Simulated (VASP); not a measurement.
Write the native input for VASP 6.6.1 that does the following.

| Property | Result |
| --- | --- |
| Task | single point |
| Functional | PBE |
| Potentials or basis | VASP PAW PBE potentials, release 64 (C, Si) |
| Cutoff | 520 eV |
| k mesh | 2 × 2 × 2, shifted |
| Occupations | gaussian, width 0.02 eV |
| Spin | no spin polarisation |
| Dipole correction | no |
| Further INCAR settings | LREAL = Auto; ALGO = Normal; EDIFF = 1e-07; NBANDS = 86 |

The structure of Si31C (a cell with a defect) lies in POSCAR:

```
Si31C
1.0
   -5.4700936474     -5.4700936474     -5.4700936474
    5.4700936474      5.4700936474     -5.4700936474
    5.4700936474     -5.4700936474      5.4700936474
C Si
1 31
Direct
    0.5000000000      0.7500000000      0.5000000000
    0.5000000000      0.5045362089      0.7429906044
    0.2545362089      0.7500000000      0.7429906044
    0.5000000000      0.2500000000      0.0000000000
    0.2570093956      0.5070093956      0.0115456045
    0.0000000000      0.7500000000      0.0000000000
    0.5000000000     -0.0070093956      0.2545362089
    0.2570093956      0.2615456045      0.2570093956
    0.0115456045      0.5070093956      0.2570093956
    0.7429906044      0.7500000000      0.2545362089
    0.2545362089     -0.0070093956      0.5000000000
    0.0000000000      0.2500000000      0.5000000000
    0.7429906044      0.5045362089      0.5000000000
   -0.0115456045     -0.0045362089      0.7454637911
    0.7454637911      0.2384543955      0.7454637911
    0.7454637911     -0.0045362089     -0.0115456045
    0.5000000000      0.7500000000      0.7146509279
    0.5000000000      0.5028895264     -0.0031673756
    0.2528895264      0.7500000000     -0.0031673756
    0.5000000000      0.2468326244      0.2528895264
    0.2853490721      0.5353490721      0.2853490721
   -0.0031673756      0.7500000000      0.2528895264
    0.5000000000     -0.0353490721      0.5000000000
    0.2528895264      0.2468326244      0.5000000000
   -0.0031673756      0.5028895264      0.5000000000
    0.7146509279      0.7500000000      0.5000000000
    0.2439430980     -0.0028895264      0.7471104736
    1.0031673756      0.2531673756      0.7560569020
    0.7471104736      0.4939430980      0.7471104736
    0.0031673756      0.0060569020      0.0031673756
    0.7560569020      0.2531673756      0.0031673756
    0.7471104736      0.9971104736      0.2439430980
```

These files were run (other wordings do the same):

INCAR

```
SYSTEM = Si31C
PREC     = Accurate       ! precision mode
ENCUT    = 520            ! plane-wave cutoff, eV
EDIFF    = 1E-7           ! SCF threshold, eV
ISMEAR   = 0              ! smearing method
SIGMA    = 0.02           ! smearing width, eV
LREAL    = Auto         
LASPH    = .True.         ! aspherical terms in the spheres
NELM     = 100            ! most SCF steps
ALGO     = Normal         ! electronic algorithm
ISIF     = 2              ! what is computed and relaxed
LWAVE    = .False.        ! write WAVECAR
LCHARG   = .True.         ! write CHGCAR
GGA      = PE             ! functional
LELF     = .True.         ! ELF
LVHAR    = .True.       
NBANDS   = 86             ! bands
```

KPOINTS

```
Automatic mesh
0
Gamma
  2 2 2
  0.5 0.5 0.5
```

Potentials or basis: VASP PAW PBE potentials, release 64 (C, Si).

Command:

```console
$ cat potpaw_PBE.64/C/POTCAR potpaw_PBE.64/Si/POTCAR > POTCAR
$ mpirun -np 1 vasp_std > vasp.out
```

Results of the run:

```
Pressure               : -3.4 GPa
Largest force          : 0.018 eV/Å
Band gap on the k mesh : 1.27 eV
```

Wall time 7.5 min on 1 thread of Intel Xeon 8259CL (shared host), peak memory 0.72 GiB.
